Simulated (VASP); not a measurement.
Runs of VASP 6.6.1 on Ta. The structure is that of space group P6_3/mmc (No. 194), or close to it. The cells are those of the table. 

```tsv
task	level	potentials or basis	cell	cutoff (eV)	second run	gap on the mesh (eV)	pressure (GPa)	relaxed volume (Å³/atom)
relaxation of cell and atoms	PBEsol	VASP PAW PBE potentials, release 64 (Ta_pv)	relaxed from a = 2.900, b = 2.900, c = 5.166 Å, angles 90.0, 90.0, 120.0°, 2 atoms	600	-	none	0.0	18.18
single point	BLYP+D3(BJ)	VASP PAW PBE potentials, release 64 (Ta_pv)	a = 2.857, b = 2.857, c = 5.087 Å, angles 90.0, 90.0, 120.0°, 2 atoms	520	-	none	1.1	-
single point	LDA	VASP PAW LDA potentials, release 64 (Ta_pv)	a = 2.841, b = 2.841, c = 5.069 Å, angles 90.0, 90.0, 120.0°, 2 atoms	520	-	none	(c)	-
single point	BLYP+D3(BJ)	VASP PAW PBE potentials, release 64 (Ta_sv_GW)	a = 2.857, b = 2.857, c = 5.087 Å, angles 90.0, 90.0, 120.0°, 2 atoms	500	valence_matched	none	-0.4	-
relaxation of cell and atoms	BLYP+D3(BJ)	VASP PAW PBE potentials, release 64 (Ta_pv)	relaxed from a = 2.900, b = 2.900, c = 5.166 Å, angles 90.0, 90.0, 120.0°, 2 atoms	600	-	none	0.0	18.08
relaxation of cell and atoms	LDA	VASP PAW LDA potentials, release 64 (Ta_pv)	relaxed from a = 2.900, b = 2.900, c = 5.166 Å, angles 90.0, 90.0, 120.0°, 2 atoms	600	-	none	0.0	17.79
single point	PBEsol	VASP PAW PBE potentials, release 64 (Ta_pv)	a = 2.869, b = 2.869, c = 5.096 Å, angles 90.0, 90.0, 120.0°, 2 atoms	520	-	none	(b)	-
relaxation of cell and atoms	LDA	VASP PAW LDA potentials, release 64 (Ta_sv_GW)	relaxed from a = 2.900, b = 2.900, c = 5.166 Å, angles 90.0, 90.0, 120.0°, 2 atoms	500	valence_matched	none	0.0	(a)
```

Alike in all rows: no spin polarisation; k mesh 11 × 11 × 6; smearing fermi-dirac 0.15 eV.

Task: Estimate the missing entries.

Result: (a) 17.69; (b) 0.1; (c) 0.8.

Caveats: spin-orbit coupling is left out, which moves the levels of the heavy elements; the PAW data sets were made with another functional, which shifts forces and pressure a little (some runs); pairwise dispersion overbinds metals, which lowers pressure and volume (some runs).

A k mesh can miss the band edges, and the runs leave out spin-orbit coupling on Ta.

A gap of «none» marks levels without a gap at the run's occupations.

The runs don't all hold the same shells in valence.
